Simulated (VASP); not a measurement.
**Sn: single point with PBE**

The system is Sn.

```xyz
2
Lattice="0.0000 2.6265 2.6265 2.6265 0.0000 2.6265 2.6265 2.6265 0.0000" Properties=species:S:1:pos:R:3 pbc="T T T"
Sn    2.6265    2.6265    2.6265
Sn    3.9398    3.9398    3.9398
```

This cell differs from its parent crystal: C replaced by Sn, lengths x 1.497, strained.

```
Program             : VASP 6.6.1
Task                : single point
Functional          : PBE
Potentials or basis : VASP PAW PBE potentials, release 64 (Sn_d)
Cutoff              : 520 eV
k mesh              : 14 × 14 × 14
Occupations         : gaussian, width 0.1 eV
Spin                : no spin polarisation
```

| Item | Value |
| --- | --- |
| Pressure | 136.9 GPa |
| Band gap on the k mesh | zero (band 14 reaches 15.78 eV, above the bottom of band 15 at 14.75 eV) |

Levels at points of the mesh, in eV from the Fermi level:
| k point | band 11 | band 12 | band 13 | band 14 | band 15 | band 16 | band 17 | band 18 |
| --- | --- | --- | --- | --- | --- | --- | --- | --- |
| (0.00, 0.00, 0.00) | -16.44 | 0.78 | 0.78 | 0.78 | 2.28 | 2.28 | 2.28 | 4.43 |
| (0.50, 0.00, 0.00) | -12.75 | -10.32 | -2.03 | -2.03 | 2.35 | 3.43 | 3.43 | 4.24 |
| (0.50, 0.50, 0.00) | -10.51 | -10.51 | -5.10 | -5.10 | -0.12 | -0.12 | 12.43 | 12.43 |

Run time: 36 s on 1 thread of Intel(R) Xeon(R) 6975P-C (Granite Rapids), on a shared host, peak memory 0.19 GiB.

Caveat: the cell differs from its parent crystal (C replaced by Sn, lengths x 1.497, strained); spin-orbit coupling is left out, which moves the levels of the heavy elements.
